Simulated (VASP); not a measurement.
NaTbC: single point with PBE

Crystal: NaTbC.

```
CELL_PARAMETERS angstrom
3.99335 0.00000 0.00000
-1.99668 3.45835 0.00000
0.00000 0.00000 5.41435
ATOMIC_POSITIONS crystal
Na 0.00000 0.00000 0.00000
Tb 0.66667 0.33333 0.50000
C 0.33333 0.66667 0.50000
```

The cell was generated, and may not be a known phase.

```yaml
Program: VASP 6.6.1
Task: single point
Functional: PBE
Potentials_or_basis: VASP PAW PBE potentials, release 64 (Na_pv, Tb_3, C), 4f in core
Cutoff: 600 eV
k_mesh: 12 × 12 × 10
Occupations: gaussian, width 0.1 eV
Spin: no spin polarisation
```

* Pressure: 0.3 GPa
* Band gap on the k mesh: zero (bands 10 and 11 overlap by 1.27 eV)

Stress tensor (GPa, compression positive):
```
0.39 0.00 0.00
0.00 0.39 0.00
0.00 0.00 0.11
```

Levels at points of the mesh, in eV from the Fermi level:
| k point | band 7 | band 8 | band 9 | band 10 | band 11 | band 12 | band 13 | band 14 |
| --- | --- | --- | --- | --- | --- | --- | --- | --- |
| (0.00, 0.00, 0.00) | -9.09 | -1.99 | -1.72 | -1.72 | -0.74 | 3.96 | 3.96 | 4.24 |
| (0.50, 0.00, 0.00) | -7.96 | -1.95 | -1.36 | 0.10 | 0.22 | 2.02 | 3.24 | 3.55 |
| (0.00, 0.00, 0.50) | -9.03 | -2.47 | -1.72 | -1.72 | 1.11 | 2.12 | 3.69 | 3.69 |
| (0.50, 0.00, 0.50) | -7.94 | -1.93 | -1.72 | 0.24 | 1.05 | 2.34 | 2.87 | 3.20 |

Wall time 2 min on 1 thread of Intel(R) Xeon(R) Platinum 8488C (Sapphire Rapids) (shared host), peak memory 0.35 GiB.

Caveat: spin-orbit coupling is left out, which moves the levels of the heavy elements; the 4f electrons are frozen in the core, so they carry no moment and show no levels. Spin polarisation is off, so any magnetic state and its effect on volume and gap are missing.
